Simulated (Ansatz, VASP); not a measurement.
**LiCl: VASP beside Ansatz**

Contents of POSCAR:

```
LiCl
1.0
    0.0000000000      2.5647700000      2.5647700000
    2.5647700000      0.0000000000      2.5647700000
    2.5647700000      2.5647700000      0.0000000000
Cl Li
1 1
Direct
    0.5000000000      0.5000000000      0.5000000000
    0.0000000000      0.0000000000      0.0000000000
```

Contents of INCAR.step1:

```
PREC = Accurate
ENCUT = 520
EDIFF = 1E-5
ISMEAR = -1
SIGMA = 0.05
LREAL = F
LASPH = T
NELM = 60
ALGO = Normal
ISIF = 2
LWAVE = T
GGA = PE
NBANDS = 12
```

Contents of INCAR.step2:

```
PREC = Accurate
ENCUT = 520
EDIFF = 1E-7
ISMEAR = -1
SIGMA = 0.05
LREAL = F
LASPH = T
NELM = 60
ALGO = Normal
ISIF = 2
LWAVE = F
LCHARG = T
GGA = PE
LHFCALC = T
AEXX = 0.4
HFSCREEN = 0.2
PRECFOCK = Normal
LELF = T
LVHAR = T
ISTART = 1
NBANDS = 12
```

Contents of KPOINTS:

```
regular mesh
0
Gamma
  5 5 5
```

File input.yaml:

```yaml
crystal:
  lattice:
    - [0.0, 2.56477, 2.56477]
    - [2.56477, 0.0, 2.56477]
    - [2.56477, 2.56477, 0.0]
  atoms:
    - { symbol: Cl, position: [0.5, 0.5, 0.5] }
    - { symbol: Li, position: [0.0, 0.0, 0.0] }
hamiltonian:
  xc: { exchange: pbe, correlation: pbe, exx: { coeff: 0.4, omega: 0.2 } }
  pseudopotentials: { kind: paw }
kpoints:
  mp_grid: { grid: [5, 5, 5] }
scf:
  occupations: { method: fermi_dirac, width: 0.05 }
output:
  forces: true
  stress: true
  eigenvalues: true
```

Alike in both runs: task single point; functional PBE-based screened hybrid; k mesh 5 × 5 × 5; occupations fermi-dirac, width 0.05 eV; no spin polarisation.

|  | VASP | Ansatz |
| --- | --- | --- |
| version | VASP 6.6.1 | Ansatz 0.2.0 |
| potentials or method | VASP PAW PBE potentials, release 64 (Cl, Li_sv) | Ansatz PAW |
| plane-wave cutoff (eV) | 520 | 420 |
| valence electrons in the cell | 10 | 10 |

```csv
,VASP,Ansatz,Ansatz less VASP
gap on the k mesh at the Fermi level (eV),8.62,8.62,+0.001
least direct gap on the mesh (eV),8.62,8.62,+0.001
```

VASP's potentials were made for PBE, not for PBE-based screened hybrid. With one functional, cell and mesh, what is left measures potentials, basis and numerics.

The k mesh is coarse, so the values compare programs but aren't converged. Noted on VASP's run: the cutoff is short for stress, so the pressure is rough. Noted on Ansatz's run: odd divisions of the mesh miss points on the zone boundary, where band edges often lie, so the gap on the mesh can be too wide.
